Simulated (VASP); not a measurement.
# Pb: single point with PBE

The system is Pb.

```xyz
2
Lattice="3.5483 0.0000 0.0000 -1.7741 3.0729 0.0000 0.0000 0.0000 5.6996" Properties=species:S:1:pos:R:3 pbc="T T T"
Pb    0.0000    2.0486    1.4249
Pb    1.7741    1.0243    4.2747
```

This isn't the form of Pb at room conditions, which is fcc.

* Program: VASP 6.6.1
* Task: single point
* Functional: PBE
* Potentials or basis: VASP PAW PBE potentials, release 64 (Pb_d)
* Cutoff: 520 eV
* k mesh: 14 × 14 × 8
* Occupations: fermi-dirac, width 0.08 eV
* Spin: no spin polarisation
* Dipole correction: no
* Further INCAR settings: ALGO = Normal; EDIFF = 1e-06; NBANDS = 21

The pressure is 1.1 GPa and the band gap on the k mesh is zero (bands 14 and 15 overlap by 6.98 eV).

Stress tensor (GPa, compression positive):
```
0.59 0.00 0.00
0.00 0.59 0.00
0.00 0.00 2.01
```

Levels at points of the mesh, in eV from the Fermi level:
| k point | band 10 | band 11 | band 12 | band 13 | band 14 | band 15 | band 16 | band 17 | band 18 | band 19 |
| --- | --- | --- | --- | --- | --- | --- | --- | --- | --- | --- |
| (0.00, 0.00, 0.00) | -16.78 | -11.56 | -7.94 | -4.01 | 5.28 | 5.28 | 7.06 | 7.06 | 7.66 | 8.45 |
| (0.50, 0.00, 0.00) | -16.76 | -8.30 | -7.11 | -2.79 | -1.32 | -0.44 | 1.76 | 1.93 | 5.49 | 6.01 |
| (0.00, 0.00, 0.50) | -16.84 | -10.36 | -10.36 | 0.93 | 0.93 | 6.13 | 6.13 | 6.13 | 6.13 | 9.10 |
| (0.50, 0.00, 0.50) | -16.77 | -7.53 | -7.53 | -3.55 | -3.55 | 3.30 | 3.30 | 3.56 | 3.56 | 6.83 |

Wall time 41 s on 1 thread of Intel(R) Xeon(R) 6975P-C (Granite Rapids), on a shared host, peak memory 0.25 GiB.

Caveat: spin-orbit coupling is left out, which moves the levels of the heavy elements.
